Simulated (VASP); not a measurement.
Runs of VASP 6.6.1 on Si2Mo. The structure is that of space group I4/mmm (No. 139), or close to it. The cells are those of the table. 

```csv
cell,gap on the mesh (eV),pressure (GPa),largest force (eV/Å)
"a = 4.535 Å, angles 138.7, 138.7, 59.9°, 3 atoms",none,2.4,(b)
"a = 4.565 Å, angles 138.7, 138.7, 59.9°, 3 atoms",none,(a),0.31
"a = 4.474 Å, angles 138.7, 138.7, 59.9°, 3 atoms",none,12.2,0.21
"a = 4.624 Å, angles 138.7, 138.7, 59.9°, 3 atoms",none,-8.8,(d)
"a = 4.443 Å, angles 138.7, 138.7, 59.9°, 3 atoms",none,17.9,0.17
"a = 4.595 Å, angles 138.7, 138.7, 59.9°, 3 atoms",none,-5.5,0.34
"a = 4.505 Å, angles 138.7, 138.7, 59.9°, 3 atoms",none,7.0,(c)
```

Alike in all rows: task single point; level PBE; potentials or basis VASP PAW PBE potentials, release 64 (Si, Mo_sv); no spin polarisation; k mesh 13 × 13 × 13; cutoff (eV) 520; smearing fermi-dirac 0.05 eV.

Question: Fill in the values left out.

Answer: (a) -1.7; (b) 0.28; (c) 0.24; (d) 0.36.

A k mesh can miss the band edges, and the runs leave out spin-orbit coupling on Mo.

A gap of «none» marks levels without a gap at the run's occupations.
